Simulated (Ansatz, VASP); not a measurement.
**Mg in VASP and in Ansatz**

```xyz
1
Lattice="-1.7724 1.7724 1.7220 1.7724 -1.7724 1.7220 1.7724 1.7724 -1.7220" Properties=species:S:1:pos:R:3 pbc="T T T"
Mg    0.0000    0.0000    0.0000
```

Alike in both runs: task single point; functional PBE; k mesh 16 × 16 × 16; occupations gaussian, width 0.1 eV; no spin polarisation.

```csv
,VASP,Ansatz
version,VASP 6.6.1,Ansatz 0.2.0
potentials or method,"VASP PAW PBE potentials, release 64 (Mg), cutoff 520 eV","scalar-relativistic, plane waves, PAW"
valence electrons in the cell,2,10
```

Ansatz gave:

```
gap on the k mesh at the Fermi level (eV) : none
pressure (GPa)                            : 2.3
```

Q: Estimate VASP's values.

A: gap on the k mesh at the Fermi level (eV): none; pressure (GPa): 2.2.

A gap of «none» marks a metal or a gap that the smearing closes. VASP's potentials hold 2 valence electrons a cell and Ansatz's 10, so a difference there can come from the potentials and not from the codes.
